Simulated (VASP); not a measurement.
Ti:

```
Ti
1.0
     4.56737    0.00000    0.00000
    -2.28369    3.95546    0.00000
     0.00000    0.00000    2.82624
Ti
3
Direct
  0.66667 0.33333 0.50000
  0.33333 0.66667 0.50000
  0.00000 0.00000 0.00000
```

Base run:

* Program: VASP 6.6.1
* Functional: PBEsol
* Potentials or basis: VASP PAW PBE potentials, release 64 (Ti_sv)
* Cutoff: 520 eV
* k mesh: 7 × 7 × 9
* Occupations: fermi-dirac, width 0.05 eV
* Spin: no spin polarisation
* Hubbard terms: Ti d U = 4.0 eV

Its results: band gap on the k mesh zero (band 18 reaches 8.88 eV, above the bottom of band 19 at 8.77 eV); pressure 6.1 GPa.

Question: After a change of settings the same cell gave: band gap on the k mesh zero (band 18 reaches 8.96 eV, above the bottom of band 19 at 8.89 eV); pressure 8.9 GPa. Which change was it?
A. hubbard terms from Ti d U = 4.0 eV to Ti d U = 5.0 eV
B. hubbard terms from Ti d U = 4.0 eV to Ti d U = 8.0 eV
C. hubbard terms from Ti d U = 4.0 eV to none; further incar settings from ALGO = Normal; EDIFF = 1e-06; NBANDS = 25 to ALGO = Normal; EDIFF = 1e-07; NBANDS = 25

Answer: A.

Caveats: the PAW data sets were made with another functional, which shifts forces and pressure a little; U without spin polarisation on a metal has little footing; the U is typed as a test and isn't derived for this compound.
